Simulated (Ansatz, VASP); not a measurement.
Fe in VASP and in Ansatz

```xyz
1
Lattice="-1.4596 1.4596 1.4596 1.4596 -1.4596 1.4596 1.4596 1.4596 -1.4596" Properties=species:S:1:pos:R:3 pbc="T T T"
Fe    0.0000    0.0000    0.0000
```

Change from the starting cell: volume scaled by 1.06, crystal datasets.

Alike in both runs: task electric field gradients; functional r2SCAN; k mesh 16 × 16 × 16; occupations fermi-dirac, width 0.08 eV; collinear spin.

|  | VASP | Ansatz |
| --- | --- | --- |
| version | VASP 6.6.1 | Ansatz 0.2.0 |
| potentials or method | VASP PAW PBE potentials, release 64 (Fe), cutoff 580 eV | all-electron PAW with datasets made for the crystal, scalar-relativistic |

VASP gave:

```
pressure (GPa)                                                : -8.5
net moment per atom (μB)                                      : 2.72
size of the moment on the site where the two differ most (μB) : 2.80
```

**Question.** What did Ansatz give for the same quantities?

**Answer.** Pressure (GPa): -8.1; net moment per atom (μB): 2.72; size of the moment on the site where the two differ most (μB): 2.89.

VASP's potentials were made for PBE, not for r2SCAN. Site moments also hang on the region over which each program counts them. Ansatz ran all-electron here, and VASP with PAW potentials. Ansatz's warnings: printed levels off, stability check not made.
